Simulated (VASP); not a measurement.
MgO:

```
Mg O
1.0
     0.00000    2.10500    2.10500
     2.10500    0.00000    2.10500
     2.10500    2.10500    0.00000
Mg O
1 1
Cartesian
  0.0000 0.0000 0.0000
  2.1050 2.1050 2.1050
```

```yaml
Program: VASP 6.6.1
Task: relaxation of cell and atoms
Functional: PBE
Potentials_or_basis: VASP PAW PBE potentials, release 64 (Mg, O)
Cutoff: 600 eV
k_mesh: 8 × 8 × 8
Occupations: gaussian, width 0.01 eV
Spin: no spin polarisation
```

At the start: pressure 4.0 GPa; volume 9.33 Å³/atom.

Q: How do energy, volume and symmetry change on relaxing?

A: Over 3 steps the energy falls by 2.8 meV/atom and the volume is 9.56 Å³/atom (+2.5 %); space group Fm-3m (No. 225, to 0.05 Å).

Step by step:
| step | energy change (eV) | largest force (eV/Å) | pressure (GPa) | volume (Å³) |
| --- | --- | --- | --- | --- |
| 1 | 0.0000 | 0.0000 | 3.95 | 18.65 |
| 2 | -0.0050 | 0.0000 | -1.24 | 19.28 |
| 3 | -0.0056 | 0.0000 | 0.01 | 19.12 |

Final structure:
```
Mg O
1.0
     0.00000    2.12244    2.12244
     2.12244    0.00000    2.12244
     2.12244    2.12244    0.00000
Mg O
1 1
Direct
  0.00000 0.00000 0.00000
  0.50000 0.50000 0.50000
```
